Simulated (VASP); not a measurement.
# ZnMo3 (Pm-3m) in VASP: a series of runs, part 2 of 2

VASP 6.6.1. The steps go on from the part before.

## Step 3: Single point, PBE

This run uses another cell than the first one, of 16.48 Å³/atom, 1.024 times its volume.

File INCAR:

```
SYSTEM = ZnMo3
PREC = Accurate ; ENCUT = 520
EDIFF = 1E-7 ; ISMEAR = 1
SIGMA = 0.1 ; LREAL = .False.
LASPH = .True. ; NELM = 100
ALGO = Normal ; ISIF = 2
LWAVE = .False. ; LCHARG = .True.
GGA = PE ; LELF = .True.
LVHAR = .True. ; NBANDS = 35
```

File KPOINTS:

```
regular mesh
0
Gamma
  6 6 6
  0 0 0
```

File POSCAR:

```
ZnMo3
1.0
    4.0394133200      0.0000000000      0.0000000000
    0.0000000000      4.0394133200      0.0000000000
    0.0000000000      0.0000000000      4.0394133200
Zn Mo
1 3
Direct
    0.0000000000      0.0000000000      0.0000000000
    0.0000000000      0.5000000000      0.5000000000
    0.5000000000      0.0000000000      0.5000000000
    0.5000000000      0.5000000000      0.0000000000
```

Potentials or basis: VASP PAW PBE potentials, release 64 (Zn, Mo_sv).

Launch:

```bash
> cat potpaw_PBE.64/Zn/POTCAR potpaw_PBE.64/Mo_sv/POTCAR > POTCAR
> mpirun -np 1 vasp_std > vasp.out
```

OUTCAR:

```text
SYSTEM = ZnMo3
   PREC = Accurate
   ENCUT = 520
   EDIFF = 1E-7
   ISMEAR = 1
   LREAL = .False.
   LASPH = .True.
   NELM = 100
   ISIF = 2
   GGA = PE

 ion  position               nearest neighbor table
   1  0.000  0.000  0.000-   2 2.86   3 2.86   4 2.86   2 2.86   3 2.86   2 2.86   4 2.86   2 2.86
                             3 2.86   4 2.86   3 2.86   4 2.86
   2  0.000  0.500  0.500-   1 2.86   3 2.86   4 2.86   1 2.86   4 2.86   1 2.86   3 2.86   1 2.86
                             3 2.86   4 2.86   4 2.86   3 2.86
   3  0.500  0.000  0.500-   1 2.86   2 2.86   4 2.86   1 2.86   4 2.86   2 2.86   4 2.86   4 2.86
                             1 2.86   2 2.86   1 2.86   2 2.86
   4  0.500  0.500  0.000-   1 2.86   2 2.86   3 2.86   2 2.86   3 2.86   1 2.86   3 2.86   3 2.86
                             1 2.86   2 2.86   2 2.86   1 2.86

  LATTYP: Found a simple cubic cell.
 ALAT       =     4.0394133200

  Lattice vectors:

 A1 = (   4.0394133200,   0.0000000000,   0.0000000000)
 A2 = (   0.0000000000,   4.0394133200,   0.0000000000)
 A3 = (   0.0000000000,   0.0000000000,   4.0394133200)

Analysis of symmetry for initial positions (statically):
=====================================================================
 Subroutine PRICEL returns:
 Original cell was already a primitive cell.
[... 173 lines left out ...]
 fundamental gap:      0.0440878660
 Fermi energy:         9.2732962230

 k-point     1 :       0.0000    0.0000    0.0000
  band No.  band energies     occupation
      1     -51.8276      2.00000
      2     -51.6309      2.00000
      3     -51.6309      2.00000
      4     -26.1803      2.00000
      5     -26.1803      2.00000
      6     -26.1803      2.00000
[... 749 lines left out ...]
     34      12.7624      0.00000
     35      12.7624      0.00000

------------------------ aborting loop because EDIFF is reached ----------------------------------------

  FORCE on cell =-STRESS in cart. coord.  units (eV):
  Direction    XX          YY          ZZ          XY          YZ          ZX
  --------------------------------------------------------------------------------------
  -------------------------------------------------------------------------------------
  Total       -5.7867227     -5.7867227     -5.7867227      0.0000000     -0.0000000     -0.0000000
  in kB     -140.6657517   -140.6657517   -140.6657517      0.0000000     -0.0000000     -0.0000000
  external PRESSURE =    -140.6657517 kB  Pullay stress =       0.0000000 kB

 VOLUME and BASIS-vectors are now :
 -----------------------------------------------------------------------------
  energy-cutoff  :      520.00
  volume of cell :       65.91
      direct lattice vectors                 reciprocal lattice vectors
     4.039413320  0.000000000  0.000000000     0.247560703  0.000000000  0.000000000
     0.000000000  4.039413320  0.000000000     0.000000000  0.247560703  0.000000000
     0.000000000  0.000000000  4.039413320     0.000000000  0.000000000  0.247560703

 POSITION                                       TOTAL-FORCE (eV/Angst)
 -----------------------------------------------------------------------------------
      0.00000      0.00000      0.00000         0.000000      0.000000      0.000000
      0.00000      2.01971      2.01971         0.000000      0.000000      0.000000
      2.01971      0.00000      2.01971         0.000000      0.000000      0.000000
      2.01971      2.01971      0.00000         0.000000      0.000000      0.000000
 -----------------------------------------------------------------------------------
    total drift:                                0.000000      0.000000     -0.000000

  FREE ENERGIE OF THE ION-ELECTRON SYSTEM (eV)
  ---------------------------------------------------
  free  energy   TOTEN  =       -32.9837153099 eV

  energy  without entropy=      -32.9839349499  energy(sigma->0) =      -32.98378852
```

stdout:

```text
POSCAR found type information on POSCAR ZnMo
 POSCAR found :  2 types and       4 ions
 scaLAPACK will be used
 LDA part: xc-table for (Slater+PW92), standard interpolation
 POSCAR, INCAR and KPOINTS ok, starting setup
 FFT: planning ... GRIDC
 FFT: planning ... GRID_SOFT
 FFT: planning ... GRID
 WAVECAR not read
 entering main loop
```

It took 35 s on 1 thread of Intel Xeon Platinum 8375C at 2.90GHz (Ice Lake), shared host; peak memory 0.18 GiB.

Results:

```yaml
Free_energy: -32.9837 eV
Pressure: -14.1 GPa
Band_gap_on_the_k_mesh: zero (band 27 reaches 10.07 eV, above the bottom of band 28 at 8.72 eV)
```

## Step 4: Single point, PBE

This run uses another cell than the first one, of 16.86 Å³/atom, 1.048 times its volume.

File INCAR:

```
PREC = Accurate
ENCUT = 520
EDIFF = 1E-7
ISMEAR = 1
SIGMA = 0.1
LREAL = F
LASPH = T
NELM = 100
ALGO = Normal
ISIF = 2
LWAVE = F
LCHARG = F
GGA = PE
NBANDS = 35
```

File KPOINTS:

```
regular mesh
0
Gamma
  6 6 6
```

File POSCAR:

```
ZnMo3
1.0
    4.0704869513      0.0000000000      0.0000000000
    0.0000000000      4.0704869513      0.0000000000
    0.0000000000      0.0000000000      4.0704869513
Zn Mo
1 3
Direct
    0.0000000000      0.0000000000      0.0000000000
    0.0000000000      0.5000000000      0.5000000000
    0.5000000000      0.0000000000      0.5000000000
    0.5000000000      0.5000000000      0.0000000000
```

Launch:

```bash
> cat potpaw_PBE.64/Zn/POTCAR potpaw_PBE.64/Mo_sv/POTCAR > POTCAR
> mpirun -np 1 vasp_std > vasp.out
```

Run time: 37 s. Hardware: 1 thread of Intel Xeon Platinum 8375C at 2.90GHz (Ice Lake), shared host; peak memory 0.18 GiB.

Results (log left out):

* Free energy: -32.8336 eV
* Pressure: -17.3 GPa
* Band gap on the k mesh: zero (band 27 reaches 9.75 eV, above the bottom of band 28 at 8.44 eV)

Levels at points of the mesh, in eV from the Fermi level:
```tsv
k point	band 24	band 25	band 26	band 27	band 28	band 29	band 30	band 31
(0.00, 0.00, 0.00)	-2.80	0.77	0.77	0.77	1.88	1.88	1.88	2.28
(0.50, 0.00, 0.00)	-1.28	-0.78	-0.78	-0.35	0.04	0.31	0.77	0.77
(0.50, 0.50, 0.00)	-1.98	-1.98	-0.64	-0.64	0.28	0.29	0.29	1.22
(0.50, 0.50, 0.50)	-1.09	-0.35	-0.35	-0.35	0.65	0.65	0.65	1.25
```

## Step 5: The runs side by side

```csv
cell,gap on the mesh (eV),pressure (GPa)
"a = 4.008 Å, 4 atoms",none,-10.3
"a = 4.039 Å, 4 atoms",none,-14.1
"a = 4.070 Å, 4 atoms",none,-17.3
```

Alike in all rows: task single point; level PBE; potentials or basis VASP PAW PBE potentials, release 64 (Zn, Mo_sv); no spin polarisation; k mesh 6 × 6 × 6; cutoff (eV) 520; smearing methfessel-paxton 0.1 eV.

Total energies depend on the potentials used, so only differences within one code and one set of settings carry meaning.
